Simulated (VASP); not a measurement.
Input of a VASP 6.6.1 run:

File INCAR:

```
SYSTEM = In
PREC     = Accurate       ! precision mode
ENCUT    = 520            ! plane-wave cutoff, eV
EDIFF    = 1E-6           ! SCF threshold, eV
ISMEAR   = -1             ! smearing method
SIGMA    = 0.1            ! smearing width, eV
LREAL    = .FALSE.        ! projectors in reciprocal space
LASPH    = .TRUE.         ! aspherical terms in the spheres
NELM     = 60             ! most SCF steps
ALGO     = Normal         ! electronic algorithm
ISIF     = 2              ! what is computed and relaxed
LWAVE    = .FALSE.        ! write WAVECAR
LCHARG   = .TRUE.         ! write CHGCAR
LELF     = .TRUE.         ! ELF
LVHAR    = .TRUE.       
NBANDS   = 12             ! bands
```

The input KPOINTS:

```
Automatic mesh
0
G
  15 15 15
  0 0 0
```

POSCAR

```
In
1.0
    2.5004645517      0.0000000000      0.0000000000
    0.0000000000      2.5004645517      0.0000000000
    0.0000000000      0.0000000000      2.5004645517
In
1
Direct
    0.0000000000      0.0000000000      0.0000000000
```

Potentials or basis: VASP PAW LDA potentials, release 64 (In_d).

Launch:

```sh
$ cat potpaw_LDA.64/In_d/POTCAR > POTCAR
$ mpirun -np 1 vasp_std > vasp.out
```

(1) Estimate the pressure.

Results:

(1) 91.0 GPa.
